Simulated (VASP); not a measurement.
# MgO (Fm-3m) in VASP: single point with PBE

Aim: the single point of MgO with PBE.

Program: VASP 6.6.1. These are calculated values, not measurements. Logs are shortened: lines on timing, memory, paths and dates and some standing lists are left out, and cuts for length are marked.

### 1 The cell of the first run

It takes space group Fm-3m (No. 225, cubic). The conventional cell has a = 4.270 Å, b = 4.270 Å, c = 4.270 Å, α = 90.00°, β = 90.00°, γ = 90.00°. Within 2.8 Å of Mg (site symmetry m-3m) lie 6 O at 2.14 Å. Within 2.8 Å of O (site symmetry m-3m) lie 6 Mg at 2.14 Å.

### 2 Single point, PBE

Contents of INCAR:

```
ALGO     = Normal         # electronic algorithm
EDIFF    = 1E-6           # SCF threshold, eV
ENCUT    = 600            # plane-wave cutoff, eV
GGA      = PE             # functional
GGA_COMPAT= False        
ISIF     = 2              # what is computed and relaxed
ISMEAR   = -1             # smearing method
LASPH    = True           # aspherical terms in the spheres
LCHARG   = False          # write CHGCAR
LREAL    = False          # projectors in reciprocal space
LWAVE    = False          # write WAVECAR
NBANDS   = 11             # bands
NELM     = 120            # most SCF steps
PREC     = Accurate       # precision mode
SIGMA    = 0.05           # smearing width, eV
```

Contents of KPOINTS:

```
k-points
0
Gamma
  10 10 10
```

Contents of POSCAR:

```
MgO
1.0
    0.0000000000      2.1351500000      2.1351500000
    2.1351500000      0.0000000000      2.1351500000
    2.1351500000      2.1351500000      0.0000000000
Mg O
1 1
Direct
    0.0000000000      0.0000000000      0.0000000000
    0.5000000000      0.5000000000      0.5000000000
```

Potentials or basis: VASP PAW PBE potentials, release 64 (Mg, O).

The run is started by

```console
$ cat potpaw_PBE.64/Mg/POTCAR potpaw_PBE.64/O/POTCAR > POTCAR
$ mpirun -np 1 vasp_std > vasp.out
```

OUTCAR:

```text
EDIFF = 1E-6
   ENCUT = 600
   GGA = PE
   ISIF = 2
   ISMEAR = -1
   LASPH = True
   LREAL = False
   NELM = 120
   PREC = Accurate

 ion  position               nearest neighbor table
   1  0.000  0.000  0.000-   2 2.14   2 2.14   2 2.14   2 2.14   2 2.14   2 2.14
   2  0.500  0.500  0.500-   1 2.14   1 2.14   1 2.14   1 2.14   1 2.14   1 2.14

  LATTYP: Found a face centered cubic cell.
 ALAT       =     4.2703000000

  Lattice vectors:

 A1 = (   0.0000000000,   2.1351500000,   2.1351500000)
 A2 = (   2.1351500000,   0.0000000000,   2.1351500000)
 A3 = (   2.1351500000,   2.1351500000,   0.0000000000)

Analysis of symmetry for initial positions (statically):
=====================================================================
 Subroutine PRICEL returns:
 Original cell was already a primitive cell.

 Routine SETGRP: Setting up the symmetry group for a
 face centered cubic supercell.

 Subroutine GETGRP returns: Found 48 space group operations
 (whereof 48 operations were pure point group operations)
 out of a pool of 48 trial point group operations.

The static configuration has the point symmetry O_h .

Analysis of symmetry for dynamics (positions and initial velocities):
=====================================================================
 Subroutine PRICEL returns:
 Original cell was already a primitive cell.

 Routine SETGRP: Setting up the symmetry group for a
 face centered cubic supercell.

 Subroutine GETGRP returns: Found 48 space group operations
 (whereof 48 operations were pure point group operations)
 out of a pool of 48 trial point group operations.

The dynamic configuration has the point symmetry O_h .

 Subroutine INISYM returns: Found 48 space group operations
 (whereof 48 operations are pure point group operations),
 and found     1 'primitive' translations

----------------------------------------------------------------------------------------

                                     Primitive cell

  volume of cell :      19.4677

  direct lattice vectors                    reciprocal lattice vectors
     0.000000000  2.135150000  2.135150000    -0.234175585  0.234175585  0.234175585
     2.135150000  0.000000000  2.135150000     0.234175585 -0.234175585  0.234175585
     2.135150000  2.135150000  0.000000000     0.234175585  0.234175585 -0.234175585

  length of vectors
     3.019558088  3.019558088  3.019558088     0.405604011  0.405604011  0.405604011

  position of ions in fractional coordinates (direct lattice)
     0.000000000  0.000000000  0.000000000
     0.500000000  0.500000000  0.500000000

  ion indices of the primitive-cell ions
   primitive index   ion index
                 1           1
                 2           2

----------------------------------------------------------------------------------------

 KPOINTS: k-points

Automatic generation of k-mesh.
 Grid dimensions read from file:
 generate k-points for:   10   10   10

 Generating k-lattice:

  Cartesian coordinates                     Fractional coordinates (reciprocal lattice)
    -0.023417558  0.023417558  0.023417558     0.100000000  0.000000000  0.000000000
     0.023417558 -0.023417558  0.023417558     0.000000000  0.100000000  0.000000000
     0.023417558  0.023417558 -0.023417558     0.000000000  0.000000000  0.100000000

  Length of vectors
     0.040560401  0.040560401  0.040560401

  Shift w.r.t. Gamma in fractional coordinates (k-lattice)
     0.000000000  0.000000000  0.000000000

 Subroutine IBZKPT returns following result:
 ===========================================

 Found     47 irreducible k-points:

 Following reciprocal coordinates:
            Coordinates               Weight
  0.000000  0.000000  0.000000      1.000000
  0.100000  0.000000  0.000000      8.000000
  0.200000  0.000000  0.000000      8.000000
  0.300000  0.000000  0.000000      8.000000
  0.400000  0.000000  0.000000      8.000000
  0.500000  0.000000  0.000000      4.000000
[... 16 lines left out ...]
  0.300000  0.300000  0.000000      6.000000
  0.400000  0.300000  0.000000     24.000000
 [... further k-points ...]
   k-points           NKPTS =     47   k-points in BZ     NKDIM =     47   number of bands    NBANDS=     11
   number of dos      NEDOS =    301   number of ions     NIONS =      2
   total plane-waves  NPLWV =  13824
   dimension x,y,z NGX =    24 NGY =   24 NGZ =   24
   dimension x,y,z NGXF=    48 NGYF=   48 NGZF=   48
   ions per type =               1   1
   NGX,Y,Z   is equivalent  to a cutoff of  13.21, 13.21, 13.21 a.u.
   NGXF,Y,Z  is equivalent  to a cutoff of  26.43, 26.43, 26.43 a.u.
 SYSTEM =  unknown system
   PREC   = accura    normal or accurate (medium, high low for compatibility)
   ISTART =      0    job   : 0-new  1-cont  2-samecut
   ICHARG =      2    charge: 1-file 2-atom 10-const
   ISPIN  =      1    spin polarized calculation?
   LNONCOLLINEAR =      F non collinear calculations
   LSORBIT =      F    spin-orbit coupling
   LASPH  =      T    aspherical Exc in radial PAW
   ENCUT  =  600.0 eV  44.10 Ry    6.64 a.u.   6.03  6.03  6.03*2*pi/ulx,y,z
   NELM   =    120;   NELMIN=  2; NELMDL= -5     # of ELM steps
   EDIFF  = 0.1E-05   stopping-criterion for ELM
   LREAL  =      F    real-space projection
[... 7 lines left out ...]
   TEBEG  =    0.0;   TEEND  =   0.0 temperature during run
   PSTRESS=    0.0 pullay stress
   NELECT =       8.0000    total number of electrons
   NUPDOWN=      -1.0000    fix difference up-down
   EMIN   =  10.00;   EMAX   =-10.00  energy-range for DOS
   EFERMI =   0.00;   METHOD = LEGACY
   ISMEAR =    -1;   SIGMA  =   0.05  broadening in eV -4-tet -1-fermi 0-gaus
   EFERMI_NEDOS =   21; number of points for ismear=-14 and -15
   IALGO  =     38    algorithm
   IMIX   =      4    mixing-type and parameters
     AMIX     =   0.40;   BMIX     =  1.00
     AMIX_MAG =   1.60;   BMIX_MAG =  1.00
  volume/ion in A,a.u.               =       9.73        65.69
  Fermi-wavevector in a.u.,A,eV,Ry     =   1.217119  2.300022 20.155386  1.481379
  Thomas-Fermi vector in A             =   2.352450
   LORBIT       =      0    0 simple, 1 ext, 2 COOP (PROOUT), +10 PAW based schemes
   GGA     = PE    functional components
   LHFCALC =     F    Hartree Fock is set to
   AEXX    =    0.0000 exact exchange contribution
   IVDW    =     0    specifies the selected vdW correction
   LEPSILON=     F    determine dielectric tensor
   LRPA    =     F    only Hartree local field effects (RPA)
 non-spin polarized calculation
  energy-cutoff  :      600.00
  volume of cell :       19.47
 maximum number of plane-waves:       666
   NGX = 13   NGY = 13   NGZ = 13

 number of electron       8.0000002 magnetization

 Free energy of the ion-electron system (eV)
  ---------------------------------------------------
  ext. energy  EPLUGINS =         0.00000000
  ---------------------------------------------------
  free energy    TOTEN  =       -11.91284421 eV

  energy without entropy =      -11.91284421  energy(sigma->0) =      -11.91284421

 E-fermi :   3.9733     XC(G=0): -10.8848

 val. band max:        2.8826775869   @ k =   0.0000   0.0000   0.0000
 cond. band min:       7.2196963994   @ k =   0.0000   0.0000   0.0000
 fundamental gap:      4.3370188126
 Fermi energy:         3.9733156049

 k-point     1 :       0.0000    0.0000    0.0000
  band No.  band energies     occupation
      1     -14.1741      2.00000
      2       2.8827      2.00000
      3       2.8827      2.00000
      4       2.8827      2.00000
      5       7.2197      0.00000
      6      18.4507      0.00000
      7      18.4507      0.00000
      8      18.4507      0.00000
      9      22.2591      0.00000
     10      23.9874      0.00000
     11      23.9874      0.00000

 k-point     2 :       0.1000    0.0000    0.0000
  band No.  band energies     occupation
      1     -14.0759      2.00000
      2       2.2384      2.00000
      3       2.8200      2.00000
      4       2.8200      2.00000
      5       7.8531      0.00000
      6      17.2120      0.00000
      7      18.6749      0.00000
      8      18.6749      0.00000
      9      23.1975      0.00000
     10      23.1975      0.00000
     11      23.8355      0.00000

 k-point     3 :       0.2000    0.0000    0.0000
  band No.  band energies     occupation
      1     -13.8066      2.00000
      2       0.9582      2.00000
      3       2.6607      2.00000
      4       2.6607      2.00000
      5       9.0526      0.00000
      6      15.6877      0.00000
      7      19.1055      0.00000
      8      19.1055      0.00000
      9      22.4971      0.00000
     10      22.4971      0.00000
     11      24.4900      0.00000

 k-point     4 :       0.3000    0.0000    0.0000
  band No.  band energies     occupation
      1     -13.4448      2.00000
      2      -0.3045      2.00000
      3       2.4732      2.00000
      4       2.4732      2.00000
      5      10.0261      0.00000
      6      14.9237      0.00000
      7      19.1466      0.00000
      8      19.1466      0.00000
      9      22.9527      0.00000
     10      22.9527      0.00000
     11      23.8697      0.00000
[... 239 lines left out ...]
 k-point    22 :      -0.2000    0.2000    0.0000
  band No.  band energies     occupation
      1     -13.3368      2.00000
      2      -0.1159      2.00000
      3       1.6115      2.00000
      4       2.4727      2.00000
      5      10.9349      0.00000
      6      14.5639      0.00000
      7      17.5308      0.00000
      8      20.1833      0.00000
      9      21.0543      0.00000
     10      23.7634      0.00000
     11      26.9968      0.00000

 k-point    23 :       0.3000    0.3000    0.0000
  band No.  band energies     occupation
      1     -13.2562      2.00000
      2      -0.1605      2.00000
      3       1.9876      2.00000
      4       1.9876      2.00000
      5      11.3086      0.00000
      6      13.2301      0.00000
      7      16.8637      0.00000
      8      20.3219      0.00000
      9      20.3219      0.00000
     10      26.5674      0.00000
     11      29.4260      0.00000

 k-point    24 :       0.4000    0.3000    0.0000
  band No.  band energies     occupation
      1     -13.0286      2.00000
      2      -0.5596      2.00000
      3       1.6386      2.00000
      4       1.8472      2.00000
      5      12.0516      0.00000
      6      12.9334      0.00000
      7      16.0515      0.00000
      8      20.5244      0.00000
      9      20.7239      0.00000
     10      27.2666      0.00000
     11      29.0429      0.00000

 [... further k-points ...]
[... 5 lines left out ...]
  --------------------------------------------------------------------------------------
  -------------------------------------------------------------------------------------
  Total       -0.3251870     -0.3251870     -0.3251870      0.0000000      0.0000000     -0.0000000
  in kB      -26.7626208    -26.7626208    -26.7626208      0.0000000      0.0000000     -0.0000000
  external PRESSURE =     -26.7626208 kB  Pullay stress =       0.0000000 kB

 VOLUME and BASIS-vectors are now :
 -----------------------------------------------------------------------------
  energy-cutoff  :      600.00
  volume of cell :       19.47
      direct lattice vectors                 reciprocal lattice vectors
     0.000000000  2.135150000  2.135150000    -0.234175585  0.234175585  0.234175585
     2.135150000  0.000000000  2.135150000     0.234175585 -0.234175585  0.234175585
     2.135150000  2.135150000  0.000000000     0.234175585  0.234175585 -0.234175585

 POSITION                                       TOTAL-FORCE (eV/Angst)
 -----------------------------------------------------------------------------------
      0.00000      0.00000      0.00000         0.000000     -0.000000     -0.000000
      2.13515      2.13515      2.13515        -0.000000      0.000000      0.000000
 -----------------------------------------------------------------------------------
    total drift:                               -0.000000     -0.000000      0.000000

  FREE ENERGIE OF THE ION-ELECTRON SYSTEM (eV)
  ---------------------------------------------------
  free  energy   TOTEN  =       -11.9128442146 eV

  energy  without entropy=      -11.9128442146  energy(sigma->0) =      -11.91284421
```

Wall time 9.8 s (1 thread of Intel Xeon Platinum 8488C (Sapphire Rapids), shared host); peak memory 0.14 GiB.

What came out:

| Property | Result |
| --- | --- |
| Free energy | -11.9128 eV |
| Pressure | -2.7 GPa |
| Band gap on the k mesh | 4.34 eV |

As with any semilocal functional, this PBE gap is likely too small.
